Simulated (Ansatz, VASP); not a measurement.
Two plane-wave programs on Ag

```
Ag
1.0
     2.87992    0.00000    0.00000
    -1.43996    2.49409    0.00000
     0.00000    0.00000    4.77999
Ag
2
Direct
  0.33333 0.66667 0.25000
  0.66667 0.33333 0.75000
```

Alike in both runs: task single point; functional PBEsol; k mesh 18 × 18 × 10; occupations gaussian, width 0.1 eV; no spin polarisation.

|  | VASP | Ansatz |
| --- | --- | --- |
| version | VASP 6.6.1 | Ansatz 0.2.0 |
| potentials or method | VASP PAW PBE potentials, release 64 (Ag), cutoff 520 eV | scalar-relativistic, plane waves, PAW |
| valence electrons in the cell | 22 | 38 |

VASP gave:

| Property | Result |
| --- | --- |
| gap on the k mesh at the Fermi level (eV) | none |
| pressure (GPa) | -3.2 |
| traceless stress, the component that is largest in VASP (GPa) | -0.82 |

Question: Estimate Ansatz's values.

Answer: gap on the k mesh at the Fermi level (eV): none; pressure (GPa): -3.0; traceless stress, the component that is largest in VASP (GPa): -0.83.

VASP's potentials were made for PBE, not for PBEsol. A gap of «none» marks a metal or a gap that the smearing closes. VASP's potentials hold 22 valence electrons a cell and Ansatz's 38, so a difference there can come from the potentials and not from the codes.
